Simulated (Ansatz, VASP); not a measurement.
**Zn2GeN3: VASP beside Ansatz**

INCAR

```
ALGO = Normal
EDIFF = 1E-6
ENCUT = 520
GGA = PE
ISIF = 2
ISMEAR = 0
LASPH = True
LCHARG = False
LREAL = False
LWAVE = False
NBANDS = 36
NELM = 80
PREC = Accurate
SIGMA = 0.1
```

File KPOINTS:

```
k-points
0
Gamma
  4 4 4
```

Contents of POSCAR:

```
Zn2GeN3
1.0
    2.4551790600     -4.1059746400      0.0000000000
    2.4551790600      4.1059746400      0.0000000000
    0.0000000000      0.0000000000      3.8389938700
Zn Ge N
2 1 3
Direct
    0.0000000000      0.5000000000      0.5000000000
    0.5000000000      0.0000000000      0.5000000000
    0.5000000000      0.5000000000      0.0000000000
    0.1610669000      0.8389331000      0.0000000000
    0.8389331000      0.1610669000      0.0000000000
    0.0000000000      0.0000000000      0.5000000000
```

Input for Ansatz:

```yaml
crystal:
  lattice:
    - [2.45517906, -4.10597464, 0.0]
    - [2.45517906, 4.10597464, 0.0]
    - [0.0, 0.0, 3.83899387]
  atoms:
    - { symbol: Zn, position: [0.0, 0.5, 0.5] }
    - { symbol: Zn, position: [0.5, 0.0, 0.5] }
    - { symbol: Ge, position: [0.5, 0.5, 0.0] }
    - { symbol: "N", position: [0.1610669, 0.8389331, 0.0] }
    - { symbol: "N", position: [0.8389331, 0.1610669, 0.0] }
    - { symbol: "N", position: [0.0, 0.0, 0.5] }
basis:
  ecutwfc: 420
kpoints:
  mp_grid: { grid: [4, 4, 4] }
hamiltonian:
  xc: pbe
scf:
  occupations: { method: gaussian, width: 0.1 }
  lower_state_search: "off"
output:
  forces: true
  stress: true
  eigenvalues: true
```

Change from the starting cell: species swapped into the CeAl2Cu3 type (Cmmm, No. 65).

Alike in both runs: task single point; functional PBE; k mesh 4 × 4 × 4; occupations gaussian, width 0.1 eV; no spin polarisation.

|  | VASP | Ansatz |
| --- | --- | --- |
| version | VASP 6.6.1 | Ansatz 0.2.0 |
| potentials or method | VASP PAW PBE potentials, release 64 (Zn, Ge_d, N), cutoff 520 eV | scalar-relativistic, plane waves, PAW |
| valence electrons in the cell | 53 | 53 |

```tsv
	VASP	Ansatz	Ansatz less VASP
gap on the k mesh at the Fermi level (eV)	none	none	-
pressure (GPa)	-10.0	-10.3	-0.23
traceless stress, the component that is largest in VASP (GPa)	-11.14	-11.14	+0.006
rms of the force components (eV/Å)	0.128	0.131	+0.0033
```

Atom by atom the forces differ by 0.003 eV/Å (rms over components). A gap of «none» marks a metal or a gap that the smearing closes.

The k mesh is coarse, so the values compare programs but aren't converged.
